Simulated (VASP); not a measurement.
Crystal: AgBr.

```
CELL_PARAMETERS angstrom
0.00000 2.92026 2.92026
2.92026 0.00000 2.92026
2.92026 2.92026 0.00000
ATOMIC_POSITIONS crystal
Ag 0.50000 0.50000 0.50000
Br 0.00000 0.00000 0.00000
```

Base run:

- Program: VASP 6.6.1
- Functional: PBE
- Dispersion: D3(BJ)
- Potentials or basis: VASP PAW PBE potentials, release 64 (Ag, Br)
- Cutoff: 500 eV
- k mesh: 10 × 10 × 10
- Occupations: gaussian, width 0.05 eV
- Spin: no spin polarisation

Its results: band gap on the k mesh 0.69 eV (least direct gap 2.44 eV); pressure -2.3 GPa.

**Question.** The run is repeated on the same cell with these changes: functional from PBE to RPBE; dispersion from D3(BJ) to none. What comes out?

**Answer.** Band gap on the k mesh 0.86 eV (least direct gap 2.61 eV); pressure 2.6 GPa.

Several settings changed at once.

Caveats: three body term missing (at least some runs); the PAW data sets were made with another functional, which shifts forces and pressure a little (at least some runs).

A k mesh can miss the band edges.
